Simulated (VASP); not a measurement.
Set up this calculation in VASP 6.6.1, as the native input.

```
Task                   : single point
Functional             : PBEsol
Potentials or basis    : VASP PAW PBE potentials, release 64 (Sr_sv, Te)
Cutoff                 : 500 eV
k mesh                 : 7 × 7 × 7
Occupations            : fermi-dirac, width 0.03 eV
Spin                   : no spin polarisation
Dipole correction      : no
Further INCAR settings : ALGO = Normal; EDIFF = 1e-06; NBANDS = 15
```

The structure of SrTe lies in POSCAR:

```
SrTe
1.0
    0.0000000000      2.9069557770      2.9069557770
    2.9069557770      0.0000000000      2.9069557770
    2.9069557770      2.9069557770      0.0000000000
Sr Te
1 1
Direct
    0.0000000000      0.0000000000      0.0000000000
    0.5000000000      0.5000000000      0.5000000000
```

These files were run (other wordings do the same):

INCAR

```
SYSTEM = SrTe
ALGO = Normal
EDIFF = 1E-6
ENCUT = 500
GGA = PS
GGA_COMPAT = .FALSE.
ISIF = 2
ISMEAR = -1
LASPH = .TRUE.
LCHARG = .TRUE.
LELF = .TRUE.
LREAL = .FALSE.
LVHAR = .TRUE.
LWAVE = .FALSE.
NBANDS = 15
NELM = 120
PREC = Accurate
SIGMA = 0.03
```

KPOINTS

```
k-points
0
G
  7 7 7
  0 0 0
```

Potentials or basis: VASP PAW PBE potentials, release 64 (Sr_sv, Te).

Launch:

```sh
$ cat potpaw_PBE.64/Sr_sv/POTCAR potpaw_PBE.64/Te/POTCAR > POTCAR
$ mpirun -np 1 vasp_std > vasp.out
```

It gave:

- Pressure: 30.9 GPa
- Band gap on the k mesh: 0.04 eV, indirect (least direct gap 1.03 eV)

Caveat: the PAW data sets were made with another functional, which shifts forces and pressure a little; spin-orbit coupling is left out, which moves the levels of the heavy elements.

It used 23 s of CPU time on 1 thread of AMD EPYC 7R13 Processor (Zen 3) (shared host).
